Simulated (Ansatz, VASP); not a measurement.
# One calculation of HfO2, two programs

```
Hf O
1.0
     0.00000    2.55750    2.55750
     2.55750    0.00000    2.55750
     2.55750    2.55750    0.00000
Hf O
1 2
Direct
  0.00202 0.00202 0.00202
  0.23871 0.23871 0.23871
  0.73871 0.73871 0.73871
```

Change from the starting cell: mode 4 (205.5 1/cm) frozen in, largest displacement -0.100 Å.

Alike in both runs: task single point; functional PBE; k mesh 8 × 8 × 8; occupations gaussian, width 0.05 eV; no spin polarisation.

|  | VASP | Ansatz |
| --- | --- | --- |
| version | VASP 6.6.1 | Ansatz 0.2.0 |
| potentials or method | VASP PAW PBE potentials, release 64 (Hf_pv, O), cutoff 520 eV | scalar-relativistic, plane waves, PAW |
| valence electrons in the cell | 22 | 38 |

Ansatz gave:

```
gap on the k mesh at the Fermi level (eV)                     : 3.76
least direct gap on the mesh (eV)                             : 3.76
pressure (GPa)                                                : -1.1
traceless stress, the component that is largest in VASP (GPa) : 0.80
rms of the force components (eV/Å)                            : 0.249
```

Problem. Estimate VASP's values.

Solution. gap on the k mesh at the Fermi level (eV): 3.77; least direct gap on the mesh (eV): 3.77; pressure (GPa): -4.6; traceless stress, the component that is largest in VASP (GPa): 0.79; rms of the force components (eV/Å): 0.235.

Atom by atom the forces differ by 0.015 eV/Å (rms over components). The functional is the same, so the differences come from potentials, cutoffs and numerics. VASP's potentials hold 22 valence electrons a cell and Ansatz's 38, so a difference there can come from the potentials and not from the codes.

Neither program's run includes spin-orbit coupling.
